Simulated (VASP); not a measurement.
# Ni (Fm-3m) in VASP: density of states with PBE

Aim: the density of states of Ni with PBE.

Everything below comes from runs of VASP 6.6.1. Logs are shortened: lines on timing, memory, paths and dates and some standing lists are left out, and cuts for length are marked.

## 1. The cell of the first run

The structure is cubic, space group Fm-3m (No. 225). The conventional cell has a = 3.518 Å, b = 3.518 Å, c = 3.518 Å, α = 90.00°, β = 90.00°, γ = 90.00°. Within 3.3 Å of Ni (site symmetry m-3m) lie 12 Ni at 2.49 Å.

## 2. Density of states, PBE, collinear spin, ferromagnetic start

File POSCAR:

```
Ni
1.0
    0.0000000000      1.7590478890      1.7590478890
    1.7590478890      0.0000000000      1.7590478890
    1.7590478890      1.7590478890      0.0000000000
Ni
1
Direct
    0.0000000000      0.0000000000      0.0000000000
```

File INCAR.step1:

```
SYSTEM = Ni
PREC     = Accurate       ! precision mode
ENCUT    = 520            ! plane-wave cutoff, eV
EDIFF    = 1E-6           ! SCF threshold, eV
ISMEAR   = -1             ! smearing method
SIGMA    = 0.05           ! smearing width, eV
LREAL    = .False.        ! projectors in reciprocal space
LASPH    = .True.         ! aspherical terms in the spheres
NELM     = 150            ! most SCF steps
ALGO     = Normal         ! electronic algorithm
ISIF     = 2              ! what is computed and relaxed
LWAVE    = .False.        ! write WAVECAR
LCHARG   = .True.         ! write CHGCAR
ISPIN    = 2              ! spin polarisation
MAGMOM   = 1              ! initial moments
LMAXMIX  = 4              ! l up to which the mixer works
GGA      = PE             ! functional
NBANDS   = 15             ! bands
```

File KPOINTS.step1:

```
Automatic mesh
0
Gamma
  18 18 18
  0 0 0
```

File INCAR.step2:

```
SYSTEM = Ni
PREC     = Accurate       ! precision mode
ENCUT    = 520            ! plane-wave cutoff, eV
EDIFF    = 1E-6           ! SCF threshold, eV
ISMEAR   = -5             ! smearing method
SIGMA    = 0.05           ! smearing width, eV
LREAL    = .False.        ! projectors in reciprocal space
LASPH    = .True.         ! aspherical terms in the spheres
NELM     = 150            ! most SCF steps
ALGO     = Normal         ! electronic algorithm
ISIF     = 2              ! what is computed and relaxed
LWAVE    = .False.        ! write WAVECAR
LCHARG   = .False.        ! write CHGCAR
ISPIN    = 2              ! spin polarisation
MAGMOM   = 1              ! initial moments
LORBIT   = 10             ! projections on sites
LMAXMIX  = 4              ! l up to which the mixer works
GGA      = PE             ! functional
NBANDS   = 15             ! bands
NEDOS    = 1001           ! points of the DOS
ICHARG   = 11             ! starting density
```

File KPOINTS.step2:

```
Automatic mesh
0
Gamma
  27 27 27
  0 0 0
```

Potentials or basis: VASP PAW PBE potentials, release 64 (Ni).

Command:

```sh
cat potpaw_PBE.64/Ni/POTCAR > POTCAR
cp INCAR.step1 INCAR
cp KPOINTS.step1 KPOINTS
mpirun -np 1 vasp_std > vasp.out
cp INCAR.step2 INCAR
cp KPOINTS.step2 KPOINTS
mpirun -np 1 vasp_std > vasp.out
```

OUTCAR:

```text
SYSTEM = Ni
   PREC = Accurate
   ENCUT = 520
   EDIFF = 1E-6
   ISMEAR = -5
   LREAL = .False.
   LASPH = .True.
   NELM = 150
   ISIF = 2
   ISPIN = 2
   LORBIT = 10
   GGA = PE
   ICHARG = 11

 ion  position               nearest neighbor table
   1  0.000  0.000  0.000-

  LATTYP: Found a face centered cubic cell.
 ALAT       =     3.5180957780

  Lattice vectors:

 A1 = (   0.0000000000,   1.7590478890,   1.7590478890)
 A2 = (   1.7590478890,   0.0000000000,   1.7590478890)
 A3 = (   1.7590478890,   1.7590478890,   0.0000000000)

Analysis of symmetry for initial positions (statically):
=====================================================================
 Subroutine PRICEL returns:
 Original cell was already a primitive cell.

 Routine SETGRP: Setting up the symmetry group for a
 face centered cubic supercell.

 Subroutine GETGRP returns: Found 48 space group operations
[... 9 lines left out ...]

 Routine SETGRP: Setting up the symmetry group for a
 face centered cubic supercell.

 Subroutine GETGRP returns: Found 48 space group operations
 (whereof 48 operations were pure point group operations)
 out of a pool of 48 trial point group operations.

The dynamic configuration has the point symmetry O_h .

Analysis of structural, dynamic, and magnetic symmetry:
=====================================================================
 Subroutine PRICEL returns:
 Original cell was already a primitive cell.

 Routine SETGRP: Setting up the symmetry group for a
 face centered cubic supercell.

 Subroutine GETGRP returns: Found 48 space group operations
 (whereof 48 operations were pure point group operations)
 out of a pool of 48 trial point group operations.

The overall configuration has the point symmetry O_h .

 Subroutine INISYM returns: Found 48 space group operations
[... 5 lines left out ...]
                                     Primitive cell

  volume of cell :      10.8859

  direct lattice vectors                    reciprocal lattice vectors
     0.000000000  1.759047889  1.759047889    -0.284244678  0.284244678  0.284244678
     1.759047889  0.000000000  1.759047889     0.284244678 -0.284244678  0.284244678
     1.759047889  1.759047889  0.000000000     0.284244678  0.284244678 -0.284244678

  length of vectors
     2.487669381  2.487669381  2.487669381     0.492326223  0.492326223  0.492326223

  position of ions in fractional coordinates (direct lattice)
     0.000000000  0.000000000  0.000000000

  ion indices of the primitive-cell ions
   primitive index   ion index
                 1           1

----------------------------------------------------------------------------------------

 KPOINTS: Automatic mesh

Automatic generation of k-mesh.
 Grid dimensions read from file:
 generate k-points for:   27   27   27

 Generating k-lattice:

  Cartesian coordinates                     Fractional coordinates (reciprocal lattice)
    -0.010527581  0.010527581  0.010527581     0.037037037  0.000000000  0.000000000
     0.010527581 -0.010527581  0.010527581     0.000000000  0.037037037  0.000000000
     0.010527581  0.010527581 -0.010527581     0.000000000  0.000000000  0.037037037

  Length of vectors
     0.018234305  0.018234305  0.018234305

  Shift w.r.t. Gamma in fractional coordinates (k-lattice)
     0.000000000  0.000000000  0.000000000

 TETIRR: Found   2653 inequivalent tetrahedra from   118098

 Subroutine IBZKPT returns following result:
 ===========================================

 Found    560 irreducible k-points:

 Following reciprocal coordinates:
            Coordinates               Weight
  0.000000  0.000000  0.000000      1.000000
  0.037037  0.000000  0.000000      8.000000
  0.074074  0.000000  0.000000      8.000000
  0.111111  0.000000  0.000000      8.000000
  0.148148  0.000000  0.000000      8.000000
  0.185185  0.000000  0.000000      8.000000
[... 16 lines left out ...]
  0.333333  0.037037  0.000000     24.000000
  0.370370  0.037037  0.000000     24.000000
 [... further k-points ...]
   k-points           NKPTS =    560   k-points in BZ     NKDIM =    560   number of bands    NBANDS=     15
   number of dos      NEDOS =   1001   number of ions     NIONS =      1
   total plane-waves  NPLWV =   8000
   dimension x,y,z NGX =    20 NGY =   20 NGZ =   20
   dimension x,y,z NGXF=    40 NGYF=   40 NGZF=   40
   ions per type =               1
   NGX,Y,Z   is equivalent  to a cutoff of  13.37, 13.37, 13.37 a.u.
   NGXF,Y,Z  is equivalent  to a cutoff of  26.73, 26.73, 26.73 a.u.
 SYSTEM =  Ni
   PREC   = accura    normal or accurate (medium, high low for compatibility)
   ISTART =      0    job   : 0-new  1-cont  2-samecut
   ICHARG =     11    charge: 1-file 2-atom 10-const
   ISPIN  =      2    spin polarized calculation?
   LNONCOLLINEAR =      F non collinear calculations
   LSORBIT =      F    spin-orbit coupling
   LASPH  =      T    aspherical Exc in radial PAW
   ENCUT  =  520.0 eV  38.22 Ry    6.18 a.u.   4.63  4.63  4.63*2*pi/ulx,y,z
   NELM   =    150;   NELMIN=  2; NELMDL=  0     # of ELM steps
   EDIFF  = 0.1E-05   stopping-criterion for ELM
   LREAL  =      F    real-space projection
   EDIFFG = 0.1E-04   stopping-criterion for IOM
   NSW    =      0    number of steps for IOM
   IBRION =     -1    ionic relax: 0-MD 1-quasi-New 2-CG
   NFREE  =      0    steps in history (QN), initial steepest desc. (CG)
   ISIF   =      2    stress and relaxation
   ISYM   =      2    0-nonsym 1-usesym 2-fastsym
   POTIM  = 0.5000    time-step for ionic-motion
   TEBEG  =    0.0;   TEEND  =   0.0 temperature during run
   PSTRESS=    0.0 pullay stress
   NELECT =      10.0000    total number of electrons
   NUPDOWN=      -1.0000    fix difference up-down
   EMIN   =  10.00;   EMAX   =-10.00  energy-range for DOS
   EFERMI =   0.00;   METHOD = LEGACY
   ISMEAR =    -5;   SIGMA  =   0.05  broadening in eV -4-tet -1-fermi 0-gaus
   EFERMI_NEDOS =   21; number of points for ismear=-14 and -15
   IALGO  =     38    algorithm
   IMIX   =      4    mixing-type and parameters
     AMIX     =   0.40;   BMIX     =  1.00
     AMIX_MAG =   1.60;   BMIX_MAG =  1.00
  volume/ion in A,a.u.               =      10.89        73.46
  Fermi-wavevector in a.u.,A,eV,Ry     =   1.591429  3.007364 34.458729  2.532645
  Thomas-Fermi vector in A             =   2.689970
   LORBIT       =     10    0 simple, 1 ext, 2 COOP (PROOUT), +10 PAW based schemes
   GGA     = PE    functional components
   LHFCALC =     F    Hartree Fock is set to
   AEXX    =    0.0000 exact exchange contribution
   IVDW    =     0    specifies the selected vdW correction
   LEPSILON=     F    determine dielectric tensor
   LRPA    =     F    only Hartree local field effects (RPA)
 spin polarized calculation
 Fermi weights with tetrahedron method with Bloechl corrections
  energy-cutoff  :      520.00
  volume of cell :       10.89
 maximum number of plane-waves:       305

 number of electron      10.0000009 magnetization       0.6160256

 Free energy of the ion-electron system (eV)
  ---------------------------------------------------
  ext. energy  EPLUGINS =         0.00000000
  ---------------------------------------------------
  free energy    TOTEN  =        -5.47031000 eV

  energy without entropy =       -5.47031000  energy(sigma->0) =       -5.47031000

 E-fermi :   9.3759     XC(G=0): -13.2522

 val. band max:        9.3863636085   @ k =  -0.4815   0.4815   0.0370
 cond. band min:       9.3273401481   @ k =   0.3704   0.3704   0.0000
 fundamental gap:     -0.0590234605
 Fermi energy:         9.3759312983

 spin component 1

 k-point     1 :       0.0000    0.0000    0.0000
  band No.  band energies     occupation
      1       0.3621      1.00000
      2       6.9415      1.00000
      3       6.9415      1.00000
      4       6.9415      1.00000
      5       8.1189      1.00000
      6       8.1189      1.00000
      7      33.0863      0.00000
      8      36.9445      0.00000
      9      36.9445      0.00000
     10      36.9445      0.00000
     11      39.8811      0.00000
     12      39.8811      0.00000
     13      39.8811      0.00000
     14      42.8458      0.00000
     15      49.1398      0.00000
[... 397 lines left out ...]
 k-point    24 :       0.3704    0.0370    0.0000
  band No.  band energies     occupation
      1       4.0874      1.00000
      2       7.0447      1.00000
      3       7.0877      1.00000
      4       7.1428      1.00000
      5       8.5419      1.00000
      6       8.5826      1.00000
      7      18.8379      0.00000
      8      31.9189      0.00000
      9      33.0888      0.00000
     10      35.0072      0.00000
     11      37.6098      0.00000
     12      39.1949      0.00000
     13      42.7377      0.00000
     14      49.6063      0.00000
     15      52.0584      0.00000

 [... further k-points ...]

 spin component 2

 k-point     1 :       0.0000    0.0000    0.0000
  band No.  band energies     occupation
      1       0.3275      1.00000
      2       7.6847      1.00000
      3       7.6847      1.00000
      4       7.6847      1.00000
      5       8.6922      1.00000
      6       8.6922      1.00000
      7      32.9264      0.00000
      8      36.9249      0.00000
      9      36.9249      0.00000
     10      36.9249      0.00000
     11      39.9808      0.00000
     12      39.9808      0.00000
     13      39.9808      0.00000
     14      42.7242      0.00000
     15      49.3350      0.00000
[... 397 lines left out ...]
 k-point    24 :       0.3704    0.0370    0.0000
  band No.  band energies     occupation
      1       4.2724      1.00000
      2       7.5211      1.00000
      3       7.6728      1.00000
      4       7.7183      1.00000
      5       9.2340      1.01636
      6       9.2954      0.85344
      7      19.0694      0.00000
      8      31.8032      0.00000
      9      33.1765      0.00000
     10      35.1069      0.00000
     11      37.6216      0.00000
     12      39.2244      0.00000
     13      42.7955      0.00000
     14      49.7047      0.00000
     15      52.1290      0.00000

 [... further k-points ...]
[... 5 lines left out ...]
  --------------------------------------------------------------------------------------
  -------------------------------------------------------------------------------------
  Total       -0.0247790     -0.0247790     -0.0247790      0.0000000      0.0000000      0.0000000
  in kB       -3.6469625     -3.6469625     -3.6469625      0.0000000      0.0000000      0.0000000
  external PRESSURE =      -3.6469625 kB  Pullay stress =       0.0000000 kB

 VOLUME and BASIS-vectors are now :
 -----------------------------------------------------------------------------
  energy-cutoff  :      520.00
  volume of cell :       10.89
      direct lattice vectors                 reciprocal lattice vectors
     0.000000000  1.759047889  1.759047889    -0.284244678  0.284244678  0.284244678
     1.759047889  0.000000000  1.759047889     0.284244678 -0.284244678  0.284244678
     1.759047889  1.759047889  0.000000000     0.284244678  0.284244678 -0.284244678

 POSITION                                       TOTAL-FORCE (eV/Angst)
 -----------------------------------------------------------------------------------
      0.00000      0.00000      0.00000        -0.000000     -0.000000      0.000000
 -----------------------------------------------------------------------------------
    total drift:                               -0.000000      0.000000      0.000000

  FREE ENERGIE OF THE ION-ELECTRON SYSTEM (eV)
  ---------------------------------------------------
  free  energy   TOTEN  =        -5.4703100006 eV

  energy  without entropy=       -5.4703100006  energy(sigma->0) =       -5.47031000

 total charge

# of ion       s       p       d       tot
------------------------------------------
    1        0.497   0.497   8.315   9.309

 magnetization (x)

# of ion       s       p       d       tot
------------------------------------------
    1       -0.006  -0.025   0.664   0.633
```

It took 2.1 min on 1 thread of Intel Xeon Platinum 8488C (Sapphire Rapids), shared host; peak memory 0.24 GiB.

What came out:

```
Net moment                                            : 0.62 μB per cell
Site moments                                          : Ni +0.63 μB
Valence electrons inside the program's atomic spheres : Ni 9.31
```

Levels at points of the mesh, in eV from the Fermi level:
Spin up:
```
           k point  band 1  band 2  band 3  band 4  band 5  band 6  band 7  band 8  band 9  band 10
(0.00, 0.00, 0.00)   -9.01   -2.43   -2.43   -2.43   -1.26   -1.26   23.71   27.57   27.57    27.57
```
Spin down:
```tsv
k point	band 3	band 4	band 5	band 6	band 7	band 8
(0.00, 0.00, 0.00)	-1.69	-1.69	-0.68	-0.68	23.55	27.55
```

Caveat: tetrahedron occupations give inexact forces and stress in metals.
